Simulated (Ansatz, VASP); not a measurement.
Given: the input of a run of Ansatz 0.2.0 on HfN.

input

```
crystal:
  lattice:
    - [0.0, 2.454822, 2.454822]
    - [2.454822, 0.0, 2.454822]
    - [2.454822, 2.454822, 0.0]
  atoms:
    - { symbol: Hf, position: [0.0, 0.0, 0.0] }
    - { symbol: "N", position: [0.25, 0.25, 0.25] }
hamiltonian:
  xc: hse06
  pseudopotentials: { kind: paw_fr }
magnetization:
  noncollinear: true
  spin_orbit: true
kpoints:
  mp_grid: { grid: [4, 4, 4] }
scf:
  occupations: { method: fermi_dirac, width: 0.05 }
output:
  forces: true
  stress: true
  eigenvalues: true
```

**Question.** Set up the same calculation for VASP 6.6.1. Potentials there: VASP PAW PBE potentials, release 64 (Hf_pv, N).

**Answer.** As run (the cutoff follows the program's own potentials):

POSCAR

```
HfN
1.0
    0.0000000000      2.4548220000      2.4548220000
    2.4548220000      0.0000000000      2.4548220000
    2.4548220000      2.4548220000      0.0000000000
Hf N
1 1
Direct
    0.0000000000      0.0000000000      0.0000000000
    0.2500000000      0.2500000000      0.2500000000
```

File INCAR.step1:

```
PREC = Accurate
ENCUT = 520
EDIFF = 1E-5
ISMEAR = -1
SIGMA = 0.05
LREAL = F
LASPH = T
NELM = 150
ALGO = Normal
ISIF = 2
LWAVE = T
LCHARG = F
LNONCOLLINEAR = T
MAGMOM = 0 0 0 0 0 0
LORBIT = 11
LSORBIT = T
GGA_COMPAT = F
LORBMOM = T
LMAXMIX = 4
NBANDS = 27
GGA = PE
```

File INCAR.step2:

```
PREC = Accurate
ENCUT = 520
EDIFF = 1E-6
ISMEAR = -1
SIGMA = 0.05
LREAL = F
LASPH = T
NELM = 150
ALGO = Normal
ISIF = 2
LWAVE = F
LCHARG = F
LNONCOLLINEAR = T
MAGMOM = 0 0 0 0 0 0
LORBIT = 11
LSORBIT = T
GGA_COMPAT = F
LORBMOM = T
LMAXMIX = 4
GGA = PE
LHFCALC = T
HFSCREEN = 0.2079
PRECFOCK = Normal
NBANDS = 27
ISTART = 1
```

Contents of KPOINTS:

```
regular mesh
0
Gamma
  4 4 4
```

Potentials or basis: VASP PAW PBE potentials, release 64 (Hf_pv, N).

Launch:

```bash
$ cat potpaw_PBE.64/Hf_pv/POTCAR potpaw_PBE.64/N/POTCAR > POTCAR
$ cp INCAR.step1 INCAR
$ mpirun -np 1 vasp_ncl > vasp.out
$ cp INCAR.step2 INCAR
$ mpirun -np 1 vasp_ncl > vasp.out
```

Both were run:

|  | VASP | Ansatz | Ansatz less VASP |
| --- | --- | --- | --- |
| pressure (GPa) | -3.7 | -1.4 | +2.28 |

VASP's potentials hold 15 valence electrons a cell and Ansatz's 31, so a difference there can come from the potentials and not from the codes.

The k mesh is coarse, so the values compare programs but aren't converged.
